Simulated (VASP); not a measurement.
# BeZn2O3 (R-3m) in VASP: notebook

BeZn2O3 is run at these levels: PBE; tasks: single point, relaxation of cell and atoms.

Program: VASP 6.6.1. These are calculated values, not measurements. Logs are shortened: lines on timing, memory, paths and dates and some standing lists are left out, and cuts for length are marked.

## Step 1: The cell of the first run

It takes space group R-3m (No. 166, trigonal). Conventional cell: a = 5.283 Å, b = 5.283 Å, c = 7.411 Å, α = 90.00°, β = 90.00°, γ = 120.00°. Within 2.6 Å of Be (site symmetry -3m) lie 6 O at 1.96 Å and 2 Zn at 2.46 Å. Zn (site symmetry 3m) has 3 O at 1.95 Å and 1 Be at 2.46 Å and 1 Zn at 2.50 Å within 2.6 Å. O (site symmetry 2/m) has 2 Zn at 1.95 Å and 2 Be at 1.96 Å within 2.6 Å.

## Step 2: Single point, PBE

The input, INCAR:

```
PREC     = Accurate       # precision mode
ENCUT    = 600            # plane-wave cutoff, eV
EDIFF    = 1E-6           # SCF threshold, eV
ISMEAR   = 0              # smearing method
SIGMA    = 0.15           # smearing width, eV
LREAL    = F              # projectors in reciprocal space
LASPH    = T              # aspherical terms in the spheres
NELM     = 120            # most SCF steps
ALGO     = Normal         # electronic algorithm
ISIF     = 2              # what is computed and relaxed
LWAVE    = F              # write WAVECAR
LCHARG   = T              # write CHGCAR
GGA      = PE             # functional
LELF     = T              # ELF
LVHAR    = T            
NBANDS   = 31             # bands
GGA_COMPAT= F
```

The input, KPOINTS:

```
Automatic mesh
0
Gamma
  3 3 3
```

The input, POSCAR:

```
BeZn2O3
1.0
    2.6413095655      1.5249607886      2.4703692018
   -2.6413095655      1.5249607886      2.4703692018
    0.0000000000     -3.0499215773      2.4703692018
Be Zn O
1 2 3
Direct
    0.0000000000      0.0000000000      0.0000000000
    0.6685475548      0.6685475548      0.6685475548
    0.3314524452      0.3314524452      0.3314524452
    0.0000000000      0.5000000000      0.0000000000
    0.5000000000      0.0000000000      0.0000000000
    0.0000000000      0.0000000000      0.5000000000
```

Potentials or basis: VASP PAW PBE potentials, release 64 (Be, Zn, O).

The run is started by

```
$ cat potpaw_PBE.64/Be/POTCAR potpaw_PBE.64/Zn/POTCAR potpaw_PBE.64/O/POTCAR > POTCAR
$ mpirun -np 1 vasp_std > vasp.out
```

OUTCAR:

```text
PREC = Accurate
   ENCUT = 600
   EDIFF = 1E-6
   ISMEAR = 0
   LREAL = F
   LASPH = T
   NELM = 120
   ISIF = 2
   GGA = PE

 ion  position               nearest neighbor table
   1  0.000  0.000  0.000-   4 1.96   5 1.96   4 1.96   5 1.96   6 1.96   6 1.96   2 2.46   3 2.46

   2  0.669  0.669  0.669-   6 1.95   5 1.95   4 1.95   1 2.46   3 2.50
   3  0.331  0.331  0.331-   6 1.95   5 1.95   4 1.95   1 2.46   2 2.50
   4  0.000  0.500  0.000-   2 1.95   3 1.95   1 1.96   1 1.96
   5  0.500  0.000  0.000-   2 1.95   3 1.95   1 1.96   1 1.96
   6  0.000  0.000  0.500-   2 1.95   3 1.95   1 1.96   1 1.96

  LATTYP: Found a trigonal (rhomboedric) cell.
 ALAT       =     3.9248879756
 COS(alpha) =     0.0942380494

  Lattice vectors:

 A1 = (   2.6413095655,   1.5249607886,   2.4703692018)
 A2 = (  -2.6413095655,   1.5249607886,   2.4703692018)
 A3 = (   0.0000000000,  -3.0499215773,   2.4703692018)

Analysis of symmetry for initial positions (statically):
=====================================================================
 Subroutine PRICEL returns:
 Original cell was already a primitive cell.

 Routine SETGRP: Setting up the symmetry group for a
 trigonal (rhombohedral) supercell.

 Subroutine GETGRP returns: Found 12 space group operations
 (whereof 12 operations were pure point group operations)
 out of a pool of 12 trial point group operations.

The static configuration has the point symmetry D_3d.

Analysis of symmetry for dynamics (positions and initial velocities):
=====================================================================
 Subroutine PRICEL returns:
 Original cell was already a primitive cell.

 Routine SETGRP: Setting up the symmetry group for a
 trigonal (rhombohedral) supercell.

 Subroutine GETGRP returns: Found 12 space group operations
 (whereof 12 operations were pure point group operations)
 out of a pool of 12 trial point group operations.

The dynamic configuration has the point symmetry D_3d.

 Subroutine INISYM returns: Found 12 space group operations
 (whereof 12 operations are pure point group operations),
 and found     1 'primitive' translations

----------------------------------------------------------------------------------------

                                     Primitive cell

  volume of cell :      59.7023

  direct lattice vectors                    reciprocal lattice vectors
     2.641309565  1.524960789  2.470369202     0.189300038  0.109292428  0.134932598
[... 78 lines left out ...]
   NSW    =      0    number of steps for IOM
   IBRION =     -1    ionic relax: 0-MD 1-quasi-New 2-CG
   NFREE  =      0    steps in history (QN), initial steepest desc. (CG)
   ISIF   =      2    stress and relaxation
   ISYM   =      2    0-nonsym 1-usesym 2-fastsym
   POTIM  = 0.5000    time-step for ionic-motion
   TEBEG  =    0.0;   TEEND  =   0.0 temperature during run
   PSTRESS=    0.0 pullay stress
   NELECT =      44.0000    total number of electrons
   NUPDOWN=      -1.0000    fix difference up-down
   EMIN   =  10.00;   EMAX   =-10.00  energy-range for DOS
   EFERMI =   0.00;   METHOD = LEGACY
   ISMEAR =     0;   SIGMA  =   0.15  broadening in eV -4-tet -1-fermi 0-gaus
   EFERMI_NEDOS =   21; number of points for ismear=-14 and -15
   IALGO  =     38    algorithm
   IMIX   =      4    mixing-type and parameters
     AMIX     =   0.40;   BMIX     =  1.00
     AMIX_MAG =   1.60;   BMIX_MAG =  1.00
  volume/ion in A,a.u.               =       9.95        67.15
  Fermi-wavevector in a.u.,A,eV,Ry     =   1.478752  2.794436 29.751963  2.186708
  Thomas-Fermi vector in A             =   2.592994
   LORBIT       =      0    0 simple, 1 ext, 2 COOP (PROOUT), +10 PAW based schemes
   GGA     = PE    functional components
   LHFCALC =     F    Hartree Fock is set to
   AEXX    =    0.0000 exact exchange contribution
   IVDW    =     0    specifies the selected vdW correction
   LEPSILON=     F    determine dielectric tensor
   LRPA    =     F    only Hartree local field effects (RPA)
 non-spin polarized calculation
 Gauss-broadening in eV      SIGMA  =   0.15
  energy-cutoff  :      600.00
  volume of cell :       59.70
 maximum number of plane-waves:      2014
   NGX = 15   NGY = 15   NGZ = 15

 number of electron      43.9999977 magnetization

 Free energy of the ion-electron system (eV)
  ---------------------------------------------------
  ext. energy  EPLUGINS =         0.00000000
  ---------------------------------------------------
  free energy    TOTEN  =       -26.56419110 eV

  energy without entropy =      -26.54836866  energy(sigma->0) =      -26.55627988

 E-fermi :   2.6548     XC(G=0): -11.4246

 val. band max:        2.5251785173   @ k =   0.3333   0.3333   0.3333
 cond. band min:       2.8693429727   @ k =   0.3333   0.3333   0.3333
 fundamental gap:      0.3441644554
 Fermi energy:         2.6548219721

 k-point     1 :       0.0000    0.0000    0.0000
  band No.  band energies     occupation
      1     -15.9216      2.00000
      2     -13.8684      2.00000
      3     -13.8684      2.00000
      4      -4.3355      2.00000
      5      -4.2674      2.00000
      6      -4.2674      2.00000
[... 193 lines left out ...]
     30      15.1773      0.00000
     31      15.6340      0.00000

------------------------ aborting loop because EDIFF is reached ----------------------------------------

  FORCE on cell =-STRESS in cart. coord.  units (eV):
  Direction    XX          YY          ZZ          XY          YZ          ZX
  --------------------------------------------------------------------------------------
  -------------------------------------------------------------------------------------
  Total        0.3164237      0.3164237      0.3185553      0.0000000     -0.0000000     -0.0000000
  in kB        8.4915802      8.4915802      8.5487836      0.0000000     -0.0000000     -0.0000000
  external PRESSURE =       8.5106480 kB  Pullay stress =       0.0000000 kB

 VOLUME and BASIS-vectors are now :
 -----------------------------------------------------------------------------
  energy-cutoff  :      600.00
  volume of cell :       59.70
      direct lattice vectors                 reciprocal lattice vectors
     2.641309565  1.524960789  2.470369202     0.189300038  0.109292428  0.134932598
    -2.641309565  1.524960789  2.470369202    -0.189300038  0.109292428  0.134932598
     0.000000000 -3.049921577  2.470369202     0.000000000 -0.218584855  0.134932598

 POSITION                                       TOTAL-FORCE (eV/Angst)
 -----------------------------------------------------------------------------------
      0.00000      0.00000      0.00000        -0.000000     -0.000000     -0.000000
      0.00000     -0.00000      4.95468        -0.000000      0.000000     -0.148968
      0.00000     -0.00000      2.45643        -0.000000     -0.000000      0.148968
     -1.32065      0.76248      1.23518         0.000000     -0.000000     -0.000000
      1.32065      0.76248      1.23518        -0.000000     -0.000000      0.000000
      0.00000     -1.52496      1.23518        -0.000000     -0.000000      0.000000
 -----------------------------------------------------------------------------------
    total drift:                               -0.000000      0.000000     -0.000000

  FREE ENERGIE OF THE ION-ELECTRON SYSTEM (eV)
  ---------------------------------------------------
  free  energy   TOTEN  =       -26.5641911038 eV

  energy  without entropy=      -26.5483686641  energy(sigma->0) =      -26.55627988
```

OSZICAR:

```text
N       E                     dE             d eps       ncg     rms          rms(c)
DAV:   1     0.443695357902E+03    0.44370E+03   -0.24207E+04   372   0.218E+03
DAV:   2     0.241426442886E+02   -0.41955E+03   -0.39298E+03   388   0.485E+02
DAV:   3    -0.306818233232E+02   -0.54824E+02   -0.53870E+02   456   0.167E+02
DAV:   4    -0.323610150110E+02   -0.16792E+01   -0.16762E+01   421   0.305E+01
DAV:   5    -0.323723714888E+02   -0.11356E-01   -0.11354E-01   449   0.265E+00    0.159E+01
DAV:   6    -0.263440902408E+02    0.60283E+01   -0.12136E+01   682   0.935E+01    0.926E+00
DAV:   7    -0.266887919358E+02   -0.34470E+00   -0.54435E+00   386   0.171E+01    0.567E+00
DAV:   8    -0.266489196550E+02    0.39872E-01   -0.10775E+00   446   0.752E+00    0.215E+00
DAV:   9    -0.265634530293E+02    0.85467E-01   -0.21760E-01   634   0.765E+00    0.431E-01
DAV:  10    -0.265643348214E+02   -0.88179E-03   -0.42703E-02   386   0.148E+00    0.142E-01
DAV:  11    -0.265642477050E+02    0.87116E-04   -0.22326E-03   497   0.411E-01    0.935E-02
DAV:  12    -0.265641938483E+02    0.53857E-04   -0.38726E-04   549   0.376E-01    0.174E-02
DAV:  13    -0.265641975405E+02   -0.36923E-05   -0.83294E-05   548   0.158E-01    0.190E-02
DAV:  14    -0.265641906966E+02    0.68440E-05   -0.24001E-05   579   0.650E-02    0.243E-03
DAV:  15    -0.265641911038E+02   -0.40723E-06   -0.43208E-06   393   0.147E-02
   1 F= -.26564191E+02 E0= -.26556280E+02  d E =-.158224E-01
```

Wall time 19 s (1 thread of AMD EPYC 7R43 (Zen 3), shared host); peak memory 0.14 GiB.

Results:

- Free energy: -26.5642 eV
- Pressure: 0.9 GPa
- Largest force: 0.149 eV/Å
- Band gap on the k mesh: zero (band 22 reaches 2.53 eV, above the bottom of band 23 at 2.04 eV)

Forces in eV/Å, atoms in the order of the input:
```
Be   0.000  0.000  0.000
Zn   0.000  0.000 -0.149
Zn   0.000  0.000  0.149
O    0.000  0.000  0.000
O    0.000  0.000  0.000
O    0.000  0.000  0.000
```

Caveat: the k points lie up to 0.54 Å⁻¹ apart.

## Step 3: Relaxation of cell and atoms, PBE

This run uses another cell than the first one, of 11.88 Å³/atom, 1.194 times its volume.

The input, INCAR:

```
PREC = Accurate
ENCUT = 600
EDIFF = 1E-7
ISMEAR = 0
SIGMA = 0.15
LREAL = False
LASPH = True
NELM = 120
ALGO = Normal
ISIF = 3
LWAVE = False
LCHARG = False
GGA = PE
IBRION = 2
NSW = 36
EDIFFG = -0.08
GGA_COMPAT = False
NELMIN = 4
```

KPOINTS is that of step 2.

The input, POSCAR:

```
BeZn2O3
1.0
    2.3439171000      1.3532611700      3.7453214400
   -2.3439171000      1.3532611700      3.7453214400
    0.0000000000     -2.7065223400      3.7453214400
Be Zn O
1 2 3
Direct
    0.0000000000      0.0000000000      0.0000000000
    0.6188781900      0.6188781900      0.6188781900
    0.3811218100      0.3811218100      0.3811218100
    0.0000000000      0.5000000000      0.0000000000
    0.5000000000      0.0000000000      0.0000000000
    0.0000000000      0.0000000000      0.5000000000
```

Potentials or basis: VASP PAW PBE potentials, release 64 (Be, Zn, O).

The run is started by

```
$ cat potpaw_PBE.64/Be/POTCAR potpaw_PBE.64/Zn/POTCAR potpaw_PBE.64/O/POTCAR > POTCAR
$ mpirun -np 1 vasp_std > vasp.out
```

It took 3.7 min on 1 thread of Intel Xeon 6975P-C (Granite Rapids), shared host; peak memory 0.26 GiB.

The run converged. Its results:

```
Free energy                            : -26.5702 eV
Relaxed volume                         : 10.00 Å³/atom
Relaxed cell                           : a = 3.932 Å, b = 3.932 Å, c = 3.932 Å, α = 84.49°, β = 84.49°, γ = 84.49°
Space group after relaxing (to 0.05 Å) : R-3m (No. 166)
Energy gained by relaxing              : 1332.0 meV/atom
Ionic steps                            : 24
Pressure after relaxing                : 0.0 GPa
Largest force after relaxing           : 0.040 eV/Å
Band gap on the k mesh                 : zero (band 22 reaches 2.49 eV, above the bottom of band 23 at 2.01 eV)
```

Forces in eV/Å, atoms in the order of the input:
```
Be   0.000  0.000  0.000
Zn   0.000  0.000 -0.040
Zn   0.000  0.000  0.040
O    0.000  0.000  0.000
O    0.000  0.000  0.000
O    0.000  0.000  0.000
```

Stress tensor (GPa, compression positive):
```
 0.08  0.00  0.00
 0.00  0.08  0.00
 0.00  0.00 -0.30
```

Step by step:
```
step  energy change (eV)  largest force (eV/Å)  pressure (GPa)  volume (Å³)
   1              0.0000                0.0272          -15.70        71.28
   2             -2.0788                1.1707           -2.64        59.67
   3             27.3870               85.4835          549.46        29.49
   4             -2.4606                1.7159            1.60        57.56
   5             -2.2281               12.3819           80.15        42.78
   6             -3.2705                3.6466           15.66        52.46
   7             -3.4289                6.2632           36.17        48.19
   8             -3.4545                5.0613           26.85        49.88
   9             -4.0275                5.8029           33.45        48.39
  10             -4.3414                8.1800           70.67        43.64
  11             -4.5762                7.5307           52.00        45.50
  12             -5.8275                4.3205           43.80        46.60
  13             -6.9192                0.0186           38.35        48.60
  14             -6.9809                1.0498           38.70        49.20
  15             -7.5432                0.1351           22.21        52.12
  16             -7.8897                0.8577            4.22        56.64
  17             -7.9013                1.0186            1.30        57.60
  18             -7.9015                1.0464            0.80        57.78
  19             -7.9278                0.8242            0.56        58.06
  20             -7.9739                0.3013            0.26        58.90
  21             -7.9591                0.5333            0.86        60.62
  22             -7.9834                0.0361            0.33        59.58
  23             -7.9899                0.0363            0.15        59.78
  24             -7.9923                0.0401           -0.05        59.98
```

Final structure:
```yaml
crystal:
  lattice:
    - [2.64328, 1.52610, 2.47816]
    - [-2.64328, 1.52610, 2.47816]
    - [0.00000, -3.05220, 2.47816]
  atoms:
    - { symbol: Be, position: [0.00000, 0.00000, 0.00000] }
    - { symbol: Zn, position: [0.66802, 0.66802, 0.66802] }
    - { symbol: Zn, position: [0.33198, 0.33198, 0.33198] }
    - { symbol: O, position: [0.00000, 0.50000, 0.00000] }
    - { symbol: O, position: [0.50000, 0.00000, 0.00000] }
    - { symbol: O, position: [0.00000, 0.00000, 0.50000] }
```

Levels at points of the mesh, in eV from the Fermi level:
| k point | band 18 | band 19 | band 20 | band 21 | band 22 | band 23 | band 24 | band 25 | band 26 |
| --- | --- | --- | --- | --- | --- | --- | --- | --- | --- |
| (0.00, 0.00, 0.00) | -1.82 | -1.20 | -1.20 | -0.65 | -0.61 | -0.61 | 6.16 | 6.76 | 6.76 |

Caveat: the k points lie up to 0.54 Å⁻¹ apart in the final cell; the volume moved by over 15 % at a fixed basis, so the end points are rough; the relaxation stopped at a loose force limit of 0.08 eV/Å, so its end isn't a converged minimum.
